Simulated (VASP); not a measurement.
Input of a VASP 6.6.1 run:

File POSCAR:

```
Co
1.0
    2.4726885431      0.0000000000      0.0000000000
   -1.2363442716      2.1414110939      0.0000000000
    0.0000000000      0.0000000000      8.0800145183
Co
4
Direct
    0.0000000000      0.0000000000      0.0000000000
    0.3333333333      0.6666666667      0.2500000000
    0.0000000000      0.0000000000      0.5000000000
    0.6666666667      0.3333333333      0.7500000000
```

The input INCAR.step1:

```
SYSTEM = Co
  PREC = Accurate
  ENCUT = 520
  ISMEAR = 0
  SIGMA = 0.1
  LREAL = .False.
  LASPH = .True.
  NELM = 150
  ISPIN = 2
  MAGMOM = 2.04 2.08 2.04 2.08
  LMAXMIX = 4
  NBANDS = 30
  GGA = PE
  ALGO = Normal
  EDIFF = 1E-4
  LWAVE = .True.
  LCHARG = .False.
```

Contents of INCAR.step2:

```
SYSTEM = Co
  PREC = Accurate
  ENCUT = 520
  EDIFF = 1E-7
  ISMEAR = 0
  SIGMA = 0.1
  LREAL = .False.
  LASPH = .True.
  NELM = 150
  ALGO = Normal
  ISIF = 2
  LWAVE = .False.
  LCHARG = .False.
  ISPIN = 2
  MAGMOM = 2.04 2.08 2.04 2.08
  LORBIT = 11
  LMAXMIX = 4
  METAGGA = R2SCAN
  LMIXTAU = .True.
  NBANDS = 30
  ISTART = 1
```

KPOINTS

```
Automatic mesh
0
Gamma
  18 18 6
  0 0 0
```

Potentials or basis: VASP PAW PBE potentials, release 64 (Co).

Command:

```console
$ cat potpaw_PBE.64/Co/POTCAR > POTCAR
$ cp INCAR.step1 INCAR
$ mpirun -np 1 vasp_std > vasp.out
$ cp INCAR.step2 INCAR
$ mpirun -np 1 vasp_std > vasp.out
```

**Question.** Estimate the net moment.

**Answer.** 7.14 μB per cell.

**Question.** What does it give for the pressure?

**Answer.** 0.0 GPa.

**Question.** What does it give for the site moments?

**Answer.** Co +1.83, +1.86 (each value once) μB.

Stress tensor (GPa, compression positive):
```
 0.04  0.00  0.00
 0.00  0.04  0.00
 0.00  0.00 -0.08
```

Caveat: the PAW data sets were made with another functional, which shifts forces and pressure a little.
